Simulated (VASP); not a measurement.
Wanted: the native input for a VASP 6.6.1 run.

* Task: single point
* Functional: PBE
* Potentials or basis: VASP PAW PBE potentials, release 64 (Rb_sv, Cd, H)
* Cutoff: 500 eV
* k mesh: 4 × 4 × 4
* Occupations: gaussian, width 0.05 eV
* Spin: no spin polarisation
* Dipole correction: no
* Further INCAR settings: ALGO = Normal; EDIFF = 1e-06; NBANDS = 20

The structure of RbCdH3 lies in POSCAR:

```
RbCdH3
1.0
    4.2044687101      0.0000000000      0.0000000000
    0.0000000000      4.2044687101      0.0000000000
    0.0000000000      0.0000000000      4.2044687101
Rb Cd H
1 1 3
Direct
    0.0000000000      0.0000000000      0.0000000000
    0.5000000000      0.5000000000      0.5000000000
    0.5000000000      0.5000000000      0.0000000000
    0.5000000000      0.0000000000      0.5000000000
    0.0000000000      0.5000000000      0.5000000000
```

These files were run (other wordings do the same):

INCAR

```
  PREC = Accurate
  ENCUT = 500
  EDIFF = 1E-6
  ISMEAR = 0
  SIGMA = 0.05
  LREAL = F
  LASPH = T
  NELM = 120
  ALGO = Normal
  ISIF = 2
  LWAVE = F
  LCHARG = T
  GGA = PE
  LELF = T
  LVHAR = T
  NBANDS = 20
  GGA_COMPAT = F
```

KPOINTS

```
regular mesh
0
Gamma
  4 4 4
```

Potentials or basis: VASP PAW PBE potentials, release 64 (Rb_sv, Cd, H).

Launch:

```bash
$ cat potpaw_PBE.64/Rb_sv/POTCAR potpaw_PBE.64/Cd/POTCAR potpaw_PBE.64/H/POTCAR > POTCAR
$ mpirun -np 1 vasp_std > vasp.out
```

It gave:

```json
{"Pressure": "0.2 GPa", "Band gap on the k mesh": "zero (band 12 reaches 0.95 eV, above the bottom of band 13 at -0.25 eV)"}
```

Caveat: the k points lie up to 0.37 Å⁻¹ apart.

Wall time 22 s on 1 thread of Intel Xeon 8259CL (shared host), peak memory 0.18 GiB.
